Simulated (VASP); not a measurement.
# PtSe3 in VASP: a series of runs, part 2 of 2

VASP 6.6.1.

## 3. Single point, PBEsol

INCAR reads:

```
SYSTEM = PtSe3
ALGO = Normal
DIPOL = 0.5 0.5 0.500
EDIFF = 1E-6
ENCUT = 520
GGA = PS
IDIPOL = 3
ISIF = 2
ISMEAR = 0
LASPH = .True.
LCHARG = .False.
LDIPOL = .True.
LREAL = .False.
LWAVE = .False.
NBANDS = 38
NELM = 60
PREC = Accurate
SIGMA = 0.1
```

KPOINTS reads:

```
k-points
0
Gamma
  9 9 1
  0 0 0
```

POSCAR reads:

```
PtSe3
1.0
    3.7607249001      0.0000000000      0.0000000000
   -1.8803624500      3.2568833001      0.0000000000
    0.0000000000      0.0000000000     27.0544396188
Se Pt
6 2
Direct
    0.3333333333      0.6666666667      0.2949501734
    0.6666666667      0.3333333333      0.3612300378
    0.3333333333      0.6666666667      0.4568247777
    0.6666666667      0.3333333333      0.5431752250
    0.3333333333      0.6666666667      0.6387699640
    0.6666666667      0.3333333333      0.7050498210
    0.0000000000      0.0000000000      0.4120922392
    0.0000000000      0.0000000000      0.5879077619
```

Potentials or basis: VASP PAW PBE potentials, release 64 (Se, Pt).

The run is started by

```bash
$ cat potpaw_PBE.64/Se/POTCAR potpaw_PBE.64/Pt/POTCAR > POTCAR
$ mpirun -np 1 vasp_std > vasp.out
```

OUTCAR:

```text
SYSTEM = PtSe3
   EDIFF = 1E-6
   ENCUT = 520
   GGA = PS
   ISIF = 2
   ISMEAR = 0
   LASPH = .True.
   LREAL = .False.
   NELM = 60
   PREC = Accurate

 ion  position               nearest neighbor table
   1  0.333  0.667  0.295-
   2  0.667  0.333  0.361-   7 2.57   7 2.57   7 2.57
   3  0.333  0.667  0.457-   7 2.49   7 2.49   7 2.49
   4  0.667  0.333  0.543-   8 2.49   8 2.49   8 2.49
   5  0.333  0.667  0.639-   8 2.57   8 2.57   8 2.57
   6  0.667  0.333  0.705-
   7  0.000  0.000  0.412-   3 2.49   3 2.49   3 2.49   2 2.57   2 2.57   2 2.57
   8  0.000  0.000  0.588-   4 2.49   4 2.49   4 2.49   5 2.57   5 2.57   5 2.57

  LATTYP: Found a hexagonal cell.
 ALAT       =     3.7607249001
 C/A-ratio  =     7.1939427471

  Lattice vectors:

 A1 = (   3.7607249001,   0.0000000000,   0.0000000000)
 A2 = (  -1.8803624500,   3.2568833001,   0.0000000000)
 A3 = (   0.0000000000,   0.0000000000,  27.0544396188)

Analysis of symmetry for initial positions (statically):
=====================================================================
 Subroutine PRICEL returns:
 Original cell was already a primitive cell.

 Routine SETGRP: Setting up the symmetry group for a
 hexagonal supercell.

 Subroutine GETGRP returns: Found 12 space group operations
 (whereof 12 operations were pure point group operations)
 out of a pool of 24 trial point group operations.

The static configuration has the point symmetry D_3d.

Analysis of symmetry for dynamics (positions and initial velocities):
=====================================================================
 Subroutine PRICEL returns:
 Original cell was already a primitive cell.

 Routine SETGRP: Setting up the symmetry group for a
 hexagonal supercell.

 Subroutine GETGRP returns: Found 12 space group operations
 (whereof 12 operations were pure point group operations)
 out of a pool of 24 trial point group operations.

The dynamic configuration has the point symmetry D_3d.

 Subroutine INISYM returns: Found 12 space group operations
 (whereof 12 operations are pure point group operations),
 and found     1 'primitive' translations

----------------------------------------------------------------------------------------

                                     Primitive cell

  volume of cell :     331.3693

  direct lattice vectors                    reciprocal lattice vectors
     3.760724900  0.000000000  0.000000000     0.265906182  0.153521006  0.000000000
    -1.880362450  3.256883300  0.000000000     0.000000000  0.307042012  0.000000000
     0.000000000  0.000000000 27.054439619     0.000000000  0.000000000  0.036962510

  length of vectors
     3.760724900  3.760724900 27.054439619     0.307042012  0.307042012  0.036962510

  position of ions in fractional coordinates (direct lattice)
     0.333333333  0.666666667  0.294950173
     0.666666667  0.333333333  0.361230038
     0.333333333  0.666666667  0.456824778
     0.666666667  0.333333333  0.543175225
     0.333333333  0.666666667  0.638769964
     0.666666667  0.333333333  0.705049821
     0.000000000  0.000000000  0.412092239
     0.000000000  0.000000000  0.587907762

  ion indices of the primitive-cell ions
   primitive index   ion index
                 1           1
                 2           2
                 3           3
[... 49 lines left out ...]
   dimension x,y,z NGX =    28 NGY =   28 NGZ =  210
   dimension x,y,z NGXF=    56 NGYF=   56 NGZF=  420
   ions per type =               6   2
   NGX,Y,Z   is equivalent  to a cutoff of  12.38, 12.38, 12.90 a.u.
   NGXF,Y,Z  is equivalent  to a cutoff of  24.76, 24.76, 25.81 a.u.
 SYSTEM =  PtSe3
   PREC   = accura    normal or accurate (medium, high low for compatibility)
   ISTART =      0    job   : 0-new  1-cont  2-samecut
   ICHARG =      2    charge: 1-file 2-atom 10-const
   ISPIN  =      1    spin polarized calculation?
   LNONCOLLINEAR =      F non collinear calculations
   LSORBIT =      F    spin-orbit coupling
   LASPH  =      T    aspherical Exc in radial PAW
   ENCUT  =  520.0 eV  38.22 Ry    6.18 a.u.   6.99  6.99 50.30*2*pi/ulx,y,z
   NELM   =     60;   NELMIN=  2; NELMDL= -5     # of ELM steps
   EDIFF  = 0.1E-05   stopping-criterion for ELM
   LREAL  =      F    real-space projection
   EDIFFG = 0.1E-04   stopping-criterion for IOM
   NSW    =      0    number of steps for IOM
   IBRION =     -1    ionic relax: 0-MD 1-quasi-New 2-CG
   NFREE  =      0    steps in history (QN), initial steepest desc. (CG)
   ISIF   =      2    stress and relaxation
   ISYM   =      2    0-nonsym 1-usesym 2-fastsym
   POTIM  = 0.5000    time-step for ionic-motion
   TEBEG  =    0.0;   TEEND  =   0.0 temperature during run
   PSTRESS=    0.0 pullay stress
   NELECT =      56.0000    total number of electrons
   NUPDOWN=      -1.0000    fix difference up-down
   EMIN   =  10.00;   EMAX   =-10.00  energy-range for DOS
   EFERMI =   0.00;   METHOD = LEGACY
   ISMEAR =     0;   SIGMA  =   0.10  broadening in eV -4-tet -1-fermi 0-gaus
   EFERMI_NEDOS =   21; number of points for ismear=-14 and -15
   IALGO  =     38    algorithm
   IMIX   =      4    mixing-type and parameters
     AMIX     =   0.40;   BMIX     =  1.00
     AMIX_MAG =   1.60;   BMIX_MAG =  1.00
  volume/ion in A,a.u.               =      41.42       279.52
  Fermi-wavevector in a.u.,A,eV,Ry     =   0.905107  1.710405 11.146154  0.819219
  Thomas-Fermi vector in A             =   2.028635
   LORBIT       =      0    0 simple, 1 ext, 2 COOP (PROOUT), +10 PAW based schemes
   GGA     = PS    functional components
   LHFCALC =     F    Hartree Fock is set to
   AEXX    =    0.0000 exact exchange contribution
   IVDW    =     0    specifies the selected vdW correction
   LEPSILON=     F    determine dielectric tensor
   LRPA    =     F    only Hartree local field effects (RPA)
 non-spin polarized calculation
 Gauss-broadening in eV      SIGMA  =   0.10
  energy-cutoff  :      520.00
  volume of cell :      331.37
 maximum number of plane-waves:      8983
 NGX is ok and might be reduce to    28
   NGX = 13   NGY = 13   NGZ =101

 dipolmoment           0.000000      0.000000      0.000000 electrons x Angstroem

 number of electron      55.9999992 magnetization

 dipolmoment           0.000000      0.000000     -0.000000 electrons x Angstroem

 Free energy of the ion-electron system (eV)
  ---------------------------------------------------
  ext. energy  EPLUGINS =         0.00000000
  ---------------------------------------------------
  free energy    TOTEN  =       -36.94387080 eV

  energy without entropy =      -36.91651451  energy(sigma->0) =      -36.93019266

 E-fermi :  -0.2274     XC(G=0):  -5.8153

 val. band max:       -0.2528726777   @ k =   0.0000   0.0000   0.0000
 cond. band min:      -0.2069770509   @ k =   0.4444   0.0000   0.0000
 fundamental gap:      0.0458956268
 Fermi energy:        -0.2273803478

 k-point     1 :       0.0000    0.0000    0.0000
  band No.  band energies     occupation
      1     -15.6405      2.00000
      2     -15.4458      2.00000
      3     -14.4116      2.00000
      4     -13.6157      2.00000
      5     -11.7981      2.00000
      6     -11.6326      2.00000
[... 481 lines left out ...]
     37       7.6902      0.00000
     38       7.8597      0.00000

------------------------ aborting loop because EDIFF is reached ----------------------------------------

 vacuum level on the upper side and lower side of the slab       (xc-potential included)        -0.191        -0.191

  FORCE on cell =-STRESS in cart. coord.  units (eV):
  Direction    XX          YY          ZZ          XY          YZ          ZX
  --------------------------------------------------------------------------------------
  -------------------------------------------------------------------------------------
  Total       -3.3859494     -3.3859494      0.0962306     -0.0000000      0.0000000      0.0000000
  in kB      -16.3711331    -16.3711331      0.4652769     -0.0000000      0.0000000      0.0000000
  external PRESSURE =     -10.7589965 kB  Pullay stress =       0.0000000 kB

 VOLUME and BASIS-vectors are now :
 -----------------------------------------------------------------------------
  energy-cutoff  :      520.00
  volume of cell :      331.37
      direct lattice vectors                 reciprocal lattice vectors
     3.760724900  0.000000000  0.000000000     0.265906182  0.153521006  0.000000000
    -1.880362450  3.256883300  0.000000000     0.000000000  0.307042012  0.000000000
     0.000000000  0.000000000 27.054439619     0.000000000  0.000000000  0.036962510

 POSITION                                       TOTAL-FORCE (eV/Angst)
 -----------------------------------------------------------------------------------
     -0.00000      2.17126      7.97971         0.000000     -0.000000     -0.004424
      1.88036      1.08563      9.77288         0.000000      0.000000     -0.004054
     -0.00000      2.17126     12.35914        -0.000000      0.000000      0.008740
      1.88036      1.08563     14.69530         0.000000     -0.000000     -0.008740
     -0.00000      2.17126     17.28156         0.000000      0.000000      0.004054
      1.88036      1.08563     19.07473        -0.000000      0.000000      0.004424
      0.00000      0.00000     11.14892        -0.000000      0.000000     -0.013217
      0.00000      0.00000     15.90552        -0.000000     -0.000000      0.013217
 -----------------------------------------------------------------------------------
    total drift:                                0.000000     -0.000000     -0.000026

  FREE ENERGIE OF THE ION-ELECTRON SYSTEM (eV)
  ---------------------------------------------------
  free  energy   TOTEN  =       -36.9438708014 eV

  energy  without entropy=      -36.9165145111  energy(sigma->0) =      -36.93019266

 vacuum level on the upper side and lower side of the slab         5.425         5.425
```

Wall time 5.7 min (1 thread of Intel Xeon 6975P-C, shared host); peak memory 0.48 GiB.

Results:

- Free energy: -36.9439 eV
- Largest force: 0.013 eV/Å
- Band gap on the k mesh: zero (band 28 reaches 0.34 eV, above the bottom of band 29 at -0.52 eV)

Forces in eV/Å, atoms in the order of the input:
```
Se   0.000  0.000 -0.004
Se   0.000  0.000 -0.004
Se   0.000  0.000  0.009
Se   0.000  0.000 -0.009
Se   0.000  0.000  0.004
Se   0.000  0.000  0.004
Pt   0.000  0.000 -0.013
Pt   0.000  0.000  0.013
```

Caveat: the PAW data sets were made with another functional, which shifts forces and pressure a little; spin-orbit coupling is left out, which moves the levels of the heavy elements.
